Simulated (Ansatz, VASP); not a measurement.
**One calculation of Rh, two programs**

```
Rh
1.0
     2.66268    0.00000    0.00000
    -1.33134    2.30594    0.00000
     0.00000    0.00000    4.30558
Rh
2
Direct
  0.66667 0.33333 0.75000
  0.33333 0.66667 0.25000
```

Alike in both runs: functional PBEsol; dispersion D3(BJ); k mesh 14 × 14 × 8; no spin polarisation.

Ansatz relaxed the structure, and its values are those at the end. VASP's run is a single point on that final structure, the one shown.

|  | VASP | Ansatz |
| --- | --- | --- |
| version | VASP 6.6.1 | Ansatz 0.2.0 |
| potentials or method | VASP PAW PBE potentials, release 64 (Rh_pv), cutoff 520 eV | plane waves, PAW |
| occupations | methfessel-paxton of order 1, width 0.1 eV | cold |
| valence electrons in the cell | 30 | 34 |

Ansatz gave:

- pressure (GPa): 0.0

Q: What did VASP give for the same quantities?

A: Pressure (GPa): -0.1.

VASP's potentials were made for PBE, not for PBEsol. VASP's potentials hold 30 valence electrons a cell and Ansatz's 34, so a difference there can come from the potentials and not from the codes. Ansatz's warnings: structure snapped to symmetry.
